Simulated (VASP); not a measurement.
# W in VASP: further runs

Runs on W. Level: PBE. Tasks: single point.

Program: VASP 6.6.1. These are calculated values, not measurements. Logs are shortened: lines on timing, memory, paths and dates and some standing lists are left out, and cuts for length are marked.

## 1. The cell of the first run

The cell holds a slab with vacuum, 5 atoms: a = 4.502 Å, b = 4.502 Å, c = 19.676 Å, α = 90.00°, β = 90.00°, γ = 120.00°.

## 2. Single point, PBE

Input file INCAR:

```
SYSTEM = W
PREC = Accurate ; ENCUT = 520
EDIFF = 1E-7 ; ISMEAR = -1
SIGMA = 0.08 ; LREAL = .FALSE.
LASPH = .TRUE. ; NELM = 80
ALGO = Normal ; ISIF = 2
LWAVE = .FALSE. ; LCHARG = .FALSE.
LDIPOL = .TRUE. ; IDIPOL = 3
DIPOL = 0.5 0.5 0.500 ; GGA = PE
NBANDS = 43
```

Input file KPOINTS:

```
regular mesh
0
G
  9 9 1
  0 0 0
```

Input file POSCAR:

```
W
1.0
    4.5020337152      0.0000000000      0.0000000000
   -2.2510168576      3.8988755660      0.0000000000
    0.0000000000      0.0000000000     19.6759000000
W
5
Direct
    0.8333333330      0.1666666670      0.4065888947
    0.1666666670      0.8333333330      0.4532944472
    0.5000000000      0.5000000000      0.5000000000
    0.8333333330      0.1666666670      0.5467055528
    0.1666666670      0.8333333330      0.5934111053
```

Potentials or basis: VASP PAW PBE potentials, release 64 (W_sv).

The run is started by

```
$ cat potpaw_PBE.64/W_sv/POTCAR > POTCAR
$ mpirun -np 1 vasp_std > vasp.out
```

OUTCAR:

```text
SYSTEM = W
   PREC = Accurate
   ENCUT = 520
   EDIFF = 1E-7
   ISMEAR = -1
   LREAL = .FALSE.
   LASPH = .TRUE.
   NELM = 80
   ISIF = 2
   GGA = PE

 ion  position               nearest neighbor table
   1  0.833  0.167  0.407-   2 2.76   2 2.76   4 2.76   2 2.76   3 3.18   3 3.18   3 3.18
   2  0.167  0.833  0.453-   1 2.76   1 2.76   3 2.76   5 2.76   3 2.76   3 2.76   1 2.76   4 3.18
                             4 3.18   4 3.18
   3  0.500  0.500  0.500-   2 2.76   4 2.76   4 2.76   2 2.76   2 2.76   4 2.76   1 3.18   5 3.18
                             5 3.18   1 3.18   1 3.18   5 3.18
   4  0.833  0.167  0.547-   5 2.76   5 2.76   3 2.76   1 2.76   3 2.76   3 2.76   5 2.76   2 3.18
                             2 3.18   2 3.18
   5  0.167  0.833  0.593-   4 2.76   4 2.76   2 2.76   4 2.76   3 3.18   3 3.18   3 3.18

  LATTYP: Found a hexagonal cell.
 ALAT       =     4.5020337152
 C/A-ratio  =     4.3704470568

  Lattice vectors:

 A1 = (   4.5020337152,   0.0000000000,   0.0000000000)
 A2 = (  -2.2510168576,   3.8988755660,   0.0000000000)
 A3 = (   0.0000000000,   0.0000000000,  19.6759000000)

Analysis of symmetry for initial positions (statically):
=====================================================================
 Subroutine PRICEL returns:
 Original cell was already a primitive cell.

 Routine SETGRP: Setting up the symmetry group for a
 hexagonal supercell.

 Subroutine GETGRP returns: Found 12 space group operations
 (whereof  4 operations were pure point group operations)
 out of a pool of 24 trial point group operations.

The static configuration has the point symmetry C_2h.
 The point group associated with its full space group is D_3d.

Analysis of symmetry for dynamics (positions and initial velocities):
=====================================================================
 Subroutine PRICEL returns:
 Original cell was already a primitive cell.

 Routine SETGRP: Setting up the symmetry group for a
 hexagonal supercell.

 Subroutine GETGRP returns: Found 12 space group operations
 (whereof  4 operations were pure point group operations)
 out of a pool of 24 trial point group operations.

The dynamic configuration has the point symmetry C_2h.
 The point group associated with its full space group is D_3d.

 Subroutine INISYM returns: Found 12 space group operations
 (whereof  4 operations are pure point group operations),
 and found     1 'primitive' translations

----------------------------------------------------------------------------------------

                                     Primitive cell

  volume of cell :     345.3685

  direct lattice vectors                    reciprocal lattice vectors
     4.502033715  0.000000000  0.000000000     0.222121837  0.128242103  0.000000000
    -2.251016858  3.898875566  0.000000000     0.000000000  0.256484205  0.000000000
     0.000000000  0.000000000 19.675900000     0.000000000  0.000000000  0.050823596

  length of vectors
     4.502033715  4.502033715 19.675900000     0.256484205  0.256484205  0.050823596

  position of ions in fractional coordinates (direct lattice)
     0.833333333  0.166666667  0.406588895
     0.166666667  0.833333333  0.453294447
     0.500000000  0.500000000  0.500000000
     0.833333333  0.166666667  0.546705553
     0.166666667  0.833333333  0.593411105

  ion indices of the primitive-cell ions
   primitive index   ion index
                 1           1
                 2           2
                 3           3
                 4           4
                 5           5

----------------------------------------------------------------------------------------

 KPOINTS: regular mesh

Automatic generation of k-mesh.
 Grid dimensions read from file:
 generate k-points for:    9    9    1

 Generating k-lattice:

  Cartesian coordinates                     Fractional coordinates (reciprocal lattice)
     0.024680204  0.014249123  0.000000000     0.111111111 -0.000000000  0.000000000
     0.000000000  0.028498245  0.000000000     0.000000000  0.111111111  0.000000000
     0.000000000  0.000000000  0.050823596     0.000000000  0.000000000  1.000000000

  Length of vectors
     0.028498245  0.028498245  0.050823596

  Shift w.r.t. Gamma in fractional coordinates (k-lattice)
     0.000000000  0.000000000  0.000000000

 Subroutine IBZKPT returns following result:
 ===========================================

 Found     12 irreducible k-points:

 Following reciprocal coordinates:
            Coordinates               Weight
  0.000000  0.000000  0.000000      1.000000
  0.111111  0.000000  0.000000      6.000000
  0.222222 -0.000000  0.000000      6.000000
  0.333333 -0.000000  0.000000      6.000000
  0.444444 -0.000000  0.000000      6.000000
  0.111111  0.111111  0.000000      6.000000
  0.222222  0.111111  0.000000     12.000000
  0.333333  0.111111  0.000000     12.000000
  0.444444  0.111111  0.000000      6.000000
  0.222222  0.222222  0.000000      6.000000
  0.333333  0.222222  0.000000     12.000000
  0.333333  0.333333  0.000000      2.000000
   k-points           NKPTS =     12   k-points in BZ     NKDIM =     12   number of bands    NBANDS=     43
   number of dos      NEDOS =    301   number of ions     NIONS =      5
   total plane-waves  NPLWV = 194400
   dimension x,y,z NGX =    36 NGY =   36 NGZ =  150
   dimension x,y,z NGXF=    72 NGYF=   72 NGZF=  300
   ions per type =               5
   NGX,Y,Z   is equivalent  to a cutoff of  13.29, 13.29, 12.67 a.u.
   NGXF,Y,Z  is equivalent  to a cutoff of  26.59, 26.59, 25.35 a.u.
 SYSTEM =  W
   PREC   = accura    normal or accurate (medium, high low for compatibility)
   ISTART =      0    job   : 0-new  1-cont  2-samecut
   ICHARG =      2    charge: 1-file 2-atom 10-const
   ISPIN  =      1    spin polarized calculation?
   LNONCOLLINEAR =      F non collinear calculations
   LSORBIT =      F    spin-orbit coupling
   LASPH  =      T    aspherical Exc in radial PAW
   ENCUT  =  520.0 eV  38.22 Ry    6.18 a.u.   8.37  8.37 36.58*2*pi/ulx,y,z
   NELM   =     80;   NELMIN=  2; NELMDL= -5     # of ELM steps
   EDIFF  = 0.1E-06   stopping-criterion for ELM
   LREAL  =      F    real-space projection
   EDIFFG = 0.1E-05   stopping-criterion for IOM
   NSW    =      0    number of steps for IOM
   IBRION =     -1    ionic relax: 0-MD 1-quasi-New 2-CG
   NFREE  =      0    steps in history (QN), initial steepest desc. (CG)
   ISIF   =      2    stress and relaxation
   ISYM   =      2    0-nonsym 1-usesym 2-fastsym
   POTIM  = 0.5000    time-step for ionic-motion
   TEBEG  =    0.0;   TEEND  =   0.0 temperature during run
   PSTRESS=    0.0 pullay stress
   NELECT =      70.0000    total number of electrons
   NUPDOWN=      -1.0000    fix difference up-down
   EMIN   =  10.00;   EMAX   =-10.00  energy-range for DOS
   EFERMI =   0.00;   METHOD = LEGACY
   ISMEAR =    -1;   SIGMA  =   0.08  broadening in eV -4-tet -1-fermi 0-gaus
   EFERMI_NEDOS =   21; number of points for ismear=-14 and -15
   IALGO  =     38    algorithm
   IMIX   =      4    mixing-type and parameters
     AMIX     =   0.40;   BMIX     =  1.00
     AMIX_MAG =   1.60;   BMIX_MAG =  1.00
  volume/ion in A,a.u.               =      69.07       466.13
  Fermi-wavevector in a.u.,A,eV,Ry     =   0.961642  1.817239 12.582051  0.924755
  Thomas-Fermi vector in A             =   2.091031
   LORBIT       =      0    0 simple, 1 ext, 2 COOP (PROOUT), +10 PAW based schemes
   GGA     = PE    functional components
   LHFCALC =     F    Hartree Fock is set to
   AEXX    =    0.0000 exact exchange contribution
   IVDW    =     0    specifies the selected vdW correction
   LEPSILON=     F    determine dielectric tensor
   LRPA    =     F    only Hartree local field effects (RPA)
 non-spin polarized calculation
  energy-cutoff  :      520.00
  volume of cell :      345.37
 maximum number of plane-waves:      9379
 NGX is ok and might be reduce to    36
   NGX = 17   NGY = 17   NGZ = 73

 dipolmoment           0.000000      0.000000      0.000000 electrons x Angstroem

 number of electron      69.9999998 magnetization

 dipolmoment           0.000000      0.000000     -0.000000 electrons x Angstroem

 Free energy of the ion-electron system (eV)
  ---------------------------------------------------
  ext. energy  EPLUGINS =         0.00000000
  ---------------------------------------------------
  free energy    TOTEN  =       -56.09283412 eV

  energy without entropy =      -55.97821702  energy(sigma->0) =      -56.03552557

 E-fermi :  -0.3407     XC(G=0):  -4.4513

 val. band max:       -0.3723482445   @ k =   0.2222   0.2222   0.0000
 cond. band min:      -0.2906672296   @ k =   0.3333   0.2222   0.0000
 fundamental gap:      0.0816810148
 Fermi energy:        -0.3406906428

 k-point     1 :       0.0000    0.0000    0.0000
  band No.  band energies     occupation
      1     -74.7664      2.00000
      2     -74.5441      2.00000
      3     -74.5376      2.00000
      4     -74.2730      2.00000
      5     -74.2708      2.00000
      6     -39.0941      2.00000
[... 35 lines left out ...]
     42       1.7051      0.00000
     43       1.9662      0.00000

 k-point     2 :       0.1111    0.0000    0.0000
  band No.  band energies     occupation
      1     -74.7656      2.00000
      2     -74.5435      2.00000
      3     -74.5372      2.00000
      4     -74.2737      2.00000
      5     -74.2719      2.00000
      6     -39.1157      2.00000
[... 35 lines left out ...]
     42       1.7128      0.00000
     43       1.7651      0.00000

 k-point     3 :       0.2222   -0.0000    0.0000
  band No.  band energies     occupation
      1     -74.7636      2.00000
      2     -74.5419      2.00000
      3     -74.5363      2.00000
      4     -74.2757      2.00000
      5     -74.2747      2.00000
      6     -39.1614      2.00000
[... 35 lines left out ...]
     42       1.5277      0.00000
     43       1.7287      0.00000

 k-point     4 :       0.3333   -0.0000    0.0000
  band No.  band energies     occupation
      1     -74.7613      2.00000
      2     -74.5397      2.00000
      3     -74.5354      2.00000
      4     -74.2785      2.00000
      5     -74.2773      2.00000
      6     -39.2050      2.00000
[... 35 lines left out ...]
     42       1.6840      0.00000
     43       1.8138      0.00000

 k-point     5 :       0.4444   -0.0000    0.0000
  band No.  band energies     occupation
      1     -74.7598      2.00000
      2     -74.5380      2.00000
      3     -74.5350      2.00000
      4     -74.2807      2.00000
      5     -74.2787      2.00000
      6     -39.2299      2.00000
[... 35 lines left out ...]
     42       1.8078      0.00000
     43       1.9432      0.00000

 k-point     6 :       0.1111    0.1111    0.0000
  band No.  band energies     occupation
      1     -74.7642      2.00000
      2     -74.5424      2.00000
      3     -74.5366      2.00000
      4     -74.2750      2.00000
      5     -74.2739      2.00000
      6     -39.1556      2.00000
[... 35 lines left out ...]
     42       1.5120      0.00000
     43       1.7791      0.00000

 k-point     7 :       0.2222    0.1111    0.0000
  band No.  band energies     occupation
      1     -74.7620      2.00000
      2     -74.5405      2.00000
      3     -74.5356      2.00000
      4     -74.2773      2.00000
      5     -74.2767      2.00000
      6     -39.1973      2.00000
[... 35 lines left out ...]
     42       1.4547      0.00000
     43       1.8388      0.00000

 k-point     8 :       0.3333    0.1111    0.0000
  band No.  band energies     occupation
      1     -74.7602      2.00000
      2     -74.5384      2.00000
      3     -74.5351      2.00000
      4     -74.2800      2.00000
      5     -74.2786      2.00000
      6     -39.2248      2.00000
[... 35 lines left out ...]
     42       1.6209      0.00000
     43       1.7444      0.00000

 k-point     9 :       0.4444    0.1111    0.0000
  band No.  band energies     occupation
      1     -74.7594      2.00000
      2     -74.5374      2.00000
      3     -74.5350      2.00000
      4     -74.2811      2.00000
      5     -74.2794      2.00000
      6     -39.2321      2.00000
[... 35 lines left out ...]
     42       1.6314      0.00000
     43       2.0267      0.00000

 k-point    10 :       0.2222    0.2222    0.0000
  band No.  band energies     occupation
      1     -74.7603      2.00000
      2     -74.5386      2.00000
      3     -74.5351      2.00000
      4     -74.2794      2.00000
      5     -74.2789      2.00000
      6     -39.2227      2.00000
[... 35 lines left out ...]
     42       1.4229      0.00000
     43       1.4633      0.00000

 k-point    11 :       0.3333    0.2222    0.0000
  band No.  band energies     occupation
      1     -74.7592      2.00000
      2     -74.5369      2.00000
      3     -74.5351      2.00000
      4     -74.2810      2.00000
      5     -74.2801      2.00000
      6     -39.2327      2.00000
[... 35 lines left out ...]
     42       1.2677      0.00000
     43       1.5378      0.00000

 k-point    12 :       0.3333    0.3333    0.0000
  band No.  band energies     occupation
      1     -74.7589      2.00000
      2     -74.5357      2.00000
      3     -74.5357      2.00000
      4     -74.2811      2.00000
      5     -74.2811      2.00000
      6     -39.2320      2.00000
[... 35 lines left out ...]
     42       1.1400      0.00000
     43       1.6691      0.00000

------------------------ aborting loop because EDIFF is reached ----------------------------------------

 vacuum level on the upper side and lower side of the slab       (xc-potential included)        -0.084        -0.084

  FORCE on cell =-STRESS in cart. coord.  units (eV):
  Direction    XX          YY          ZZ          XY          YZ          ZX
  --------------------------------------------------------------------------------------
  -------------------------------------------------------------------------------------
  Total      -12.5769932    -12.5769932    -13.3454418      0.0000000      0.0000000      0.0000000
  in kB      -58.3451398    -58.3451398    -61.9100014      0.0000000      0.0000000      0.0000000
  external PRESSURE =     -59.5334270 kB  Pullay stress =       0.0000000 kB

 VOLUME and BASIS-vectors are now :
 -----------------------------------------------------------------------------
  energy-cutoff  :      520.00
  volume of cell :      345.37
      direct lattice vectors                 reciprocal lattice vectors
     4.502033715  0.000000000  0.000000000     0.222121837  0.128242103  0.000000000
    -2.251016858  3.898875566  0.000000000     0.000000000  0.256484205  0.000000000
     0.000000000  0.000000000 19.675900000     0.000000000  0.000000000  0.050823596

 POSITION                                       TOTAL-FORCE (eV/Angst)
 -----------------------------------------------------------------------------------
      3.37653      0.64981      8.00000        -0.000000     -0.000000      3.142358
     -1.12551      3.24906      8.91898         0.000000      0.000000      0.947069
      1.12551      1.94944      9.83795         0.000000     -0.000000     -0.000000
      3.37653      0.64981     10.75692        -0.000000     -0.000000     -0.947069
     -1.12551      3.24906     11.67590        -0.000000      0.000000     -3.142358
 -----------------------------------------------------------------------------------
    total drift:                               -0.000012      0.000007     -0.000003

  FREE ENERGIE OF THE ION-ELECTRON SYSTEM (eV)
  ---------------------------------------------------
  free  energy   TOTEN  =       -56.0928341226 eV

  energy  without entropy=      -55.9782170220  energy(sigma->0) =      -56.03552557

 vacuum level on the upper side and lower side of the slab         3.503         3.503
```

Wall time 4.1 min (1 thread of Intel Xeon 6975P-C (Granite Rapids), shared host); peak memory 0.49 GiB.

What came out:

```yaml
Free_energy: -56.0928 eV
Largest_force: 3.142 eV/Å
```

Forces in eV/Å, atoms in the order of the input:
```
W    0.000  0.000  3.142
W    0.000  0.000  0.947
W    0.000  0.000  0.000
W    0.000  0.000 -0.947
W    0.000  0.000 -3.142
```

Caveat: spin-orbit coupling is left out, which moves the levels of the heavy elements.

## 3. Single point, PBE

Input file INCAR:

```
PREC = Accurate ; ENCUT = 520
EDIFF = 1E-6 ; ISMEAR = -1
SIGMA = 0.08 ; LREAL = F
LASPH = T ; NELM = 100
ALGO = Normal ; ISIF = 2
LWAVE = F ; LCHARG = F
LDIPOL = T ; IDIPOL = 3
DIPOL = 0.5 0.5 0.500 ; GGA = PE
NBANDS = 43
```

Input file KPOINTS:

```
Automatic mesh
0
Gamma
  9 9 1
```

POSCAR is that of step 2.

Potentials or basis: VASP PAW PBE potentials, release 64 (W_sv).

The run is started by

```
$ cat potpaw_PBE.64/W_sv/POTCAR > POTCAR
$ mpirun -np 1 vasp_std > vasp.out
```

OUTCAR:

```text
PREC = Accurate
   ENCUT = 520
   EDIFF = 1E-6
   ISMEAR = -1
   LREAL = F
   LASPH = T
   NELM = 100
   ISIF = 2
   GGA = PE

 ion  position               nearest neighbor table
   1  0.833  0.167  0.407-   2 2.76   2 2.76   4 2.76   2 2.76   3 3.18   3 3.18   3 3.18
   2  0.167  0.833  0.453-   1 2.76   1 2.76   3 2.76   5 2.76   3 2.76   3 2.76   1 2.76   4 3.18
                             4 3.18   4 3.18
   3  0.500  0.500  0.500-   2 2.76   4 2.76   4 2.76   2 2.76   2 2.76   4 2.76   1 3.18   5 3.18
                             5 3.18   1 3.18   1 3.18   5 3.18
   4  0.833  0.167  0.547-   5 2.76   5 2.76   3 2.76   1 2.76   3 2.76   3 2.76   5 2.76   2 3.18
                             2 3.18   2 3.18
   5  0.167  0.833  0.593-   4 2.76   4 2.76   2 2.76   4 2.76   3 3.18   3 3.18   3 3.18

[... 751 lines left out ...]
  in kB      -58.3434976    -58.3434976    -61.9134786      0.0000000      0.0000000      0.0000000
  external PRESSURE =     -59.5334912 kB  Pullay stress =       0.0000000 kB

 VOLUME and BASIS-vectors are now :
 -----------------------------------------------------------------------------
  energy-cutoff  :      520.00
  volume of cell :      345.37
      direct lattice vectors                 reciprocal lattice vectors
     4.502033715  0.000000000  0.000000000     0.222121837  0.128242103  0.000000000
    -2.251016858  3.898875566  0.000000000     0.000000000  0.256484205  0.000000000
     0.000000000  0.000000000 19.675900000     0.000000000  0.000000000  0.050823596

 POSITION                                       TOTAL-FORCE (eV/Angst)
 -----------------------------------------------------------------------------------
      3.37653      0.64981      8.00000         0.000000     -0.000000      3.142348
     -1.12551      3.24906      8.91898         0.000000     -0.000000      0.947019
      1.12551      1.94944      9.83795         0.000000      0.000000      0.000000
      3.37653      0.64981     10.75692        -0.000000      0.000000     -0.947019
     -1.12551      3.24906     11.67590        -0.000000      0.000000     -3.142348
 -----------------------------------------------------------------------------------
    total drift:                               -0.000012      0.000007     -0.000003

  FREE ENERGIE OF THE ION-ELECTRON SYSTEM (eV)
  ---------------------------------------------------
  free  energy   TOTEN  =       -56.0928338354 eV

  energy  without entropy=      -55.9782171974  energy(sigma->0) =      -56.03552552

 vacuum level on the upper side and lower side of the slab         3.472         3.472
```

stdout:

```text
POSCAR found type information on POSCAR W
 POSCAR found :  1 types and       5 ions
 scaLAPACK will be used
 LDA part: xc-table for (Slater+PW92), standard interpolation
 POSCAR, INCAR and KPOINTS ok, starting setup
 FFT: planning ... GRIDC
 FFT: planning ... GRID_SOFT
 FFT: planning ... GRID
 WAVECAR not read
 entering main loop
```

It took 3.8 min on 1 thread of Intel Xeon 6975P-C (Granite Rapids), shared host; peak memory 0.48 GiB.

Results:

```yaml
Free_energy: -56.0928 eV
Largest_force: 3.142 eV/Å
```

Forces in eV/Å, atoms in the order of the input:
```
W    0.000  0.000  3.142
W    0.000  0.000  0.947
W    0.000  0.000  0.000
W    0.000  0.000 -0.947
W    0.000  0.000 -3.142
```

Caveat: spin-orbit coupling is left out, which moves the levels of the heavy elements.
